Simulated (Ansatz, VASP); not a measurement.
This is a calculation of Ca for VASP 6.6.1.

INCAR

```
ALGO     = Normal         # electronic algorithm
EDIFF    = 1E-6           # SCF threshold, eV
ENCUT    = 520            # plane-wave cutoff, eV
GGA      = PE             # functional
ISIF     = 2              # what is computed and relaxed
ISMEAR   = -1             # smearing method
LASPH    = T              # aspherical terms in the spheres
LCHARG   = F              # write CHGCAR
LREAL    = F              # projectors in reciprocal space
LWAVE    = F              # write WAVECAR
NBANDS   = 11             # bands
NELM     = 100            # most SCF steps
PREC     = Accurate       # precision mode
SIGMA    = 0.05           # smearing width, eV
```

Contents of KPOINTS:

```
k-points
0
Gamma
  8 8 8
```

Contents of POSCAR:

```
Ca
1.0
    0.0226090000      2.8095600000      2.7447680000
    2.7524950000      0.0396230000      2.7277540000
    2.8498400000      2.8898890000     -0.0577210000
Ca
1
Direct
   -0.0007270000      0.0032390000     -0.0010580000
```

Potentials or basis: VASP PAW PBE potentials, release 64 (Ca_sv).

Command:

```sh
$ cat potpaw_PBE.64/Ca_sv/POTCAR > POTCAR
$ mpirun -np 1 vasp_std > vasp.out
```

Q: Set up the same calculation for Ansatz 0.2.0. Potentials there: all-electron LAPW, scalar-relativistic.

A: As run (the cutoff follows the program's own potentials):

Contents of input.yaml:

```yaml
crystal:
  lattice:
    - [0.022609, 2.80956, 2.744768]
    - [2.752495, 0.039623, 2.727754]
    - [2.84984, 2.889889, -0.057721]
  atoms:
    - { symbol: Ca, position: [-0.000727, 0.003239, -0.001058] }
kpoints:
  mp_grid: { grid: [8, 8, 8] }
scf:
  occupations: { method: fermi_dirac, width: 0.05 }
hamiltonian:
  xc: pbe
  pseudopotentials: { kind: all_electron, lapw: { basis_error: 0.001 } }
output:
  forces: true
  stress: true
  eigenvalues: true
  populations: true
```

Potentials or basis: all-electron LAPW, scalar-relativistic.

Run with:

```console
$ ansatz run input.yaml --threads 1 --pin off --max-ram 2560MiB --backend cpu --events-out ev --progress --plain --runs-dir out
```

Both were run:

|  | VASP | Ansatz | Ansatz less VASP |
| --- | --- | --- | --- |
| gap on the k mesh at the Fermi level (eV) | none | none | - |
| pressure (GPa) | -0.5 | -0.5 | -0.01 |
| traceless stress, the component that is largest in VASP (GPa) | -0.61 | -0.61 | 0.000 |

A gap of «none» marks a metal or a gap that the smearing closes. Ansatz ran all-electron here, and VASP with PAW potentials.
